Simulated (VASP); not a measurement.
Set up this calculation in VASP 6.6.1, as the native input.

* Task: single point
* Functional: PBE
* Potentials or basis: VASP PAW PBE potentials, release 64 (Ga_d, N)
* Cutoff: 520 eV
* k mesh: 9 × 9 × 2
* Occupations: gaussian, width 0.01 eV
* Spin: no spin polarisation
* Dipole correction: no
* Further INCAR settings: ALGO = Normal; EDIFF = 1e-06; NBANDS = 46

The structure of GaN lies in POSCAR:

```
GaN
1.0
    3.2171331081      0.0000000000      0.0000000000
   -1.6085665540      2.7861189989      0.0000000000
    0.0000000000      0.0000000000     10.4954061801
Ga N
4 4
Direct
    0.0000000000      0.0000000000     -0.0003500022
    0.3333333333      0.6666666667      0.2499403971
    0.0000000000      0.0000000000      0.4996499978
    0.6666666667      0.3333333333      0.7499403971
    0.0000000000      0.0000000000      0.1876293213
    0.3333333333      0.6666666667      0.4377802838
    0.0000000000      0.0000000000      0.6876293213
    0.6666666667      0.3333333333      0.9377802838
```

One way to write it, as run:

INCAR

```
  PREC = Accurate
  ENCUT = 520
  EDIFF = 1E-6
  ISMEAR = 0
  SIGMA = 0.01
  LREAL = False
  LASPH = True
  NELM = 100
  ALGO = Normal
  ISIF = 2
  LWAVE = False
  LCHARG = True
  GGA = PE
  LELF = True
  LVHAR = True
  NBANDS = 46
```

KPOINTS

```
regular mesh
0
Gamma
  9 9 2
```

Potentials or basis: VASP PAW PBE potentials, release 64 (Ga_d, N).

Command:

```sh
$ cat potpaw_PBE.64/Ga_d/POTCAR potpaw_PBE.64/N/POTCAR > POTCAR
$ mpirun -np 1 vasp_std > vasp.out
```

Results of the run:

| Item | Value |
| --- | --- |
| Pressure | 0.2 GPa |
| Band gap on the k mesh | 1.63 eV, direct |

Run time: 39 s on 1 thread of Intel(R) Xeon(R) 6975P-C (Granite Rapids), with other jobs on the host, peak memory 0.23 GiB.
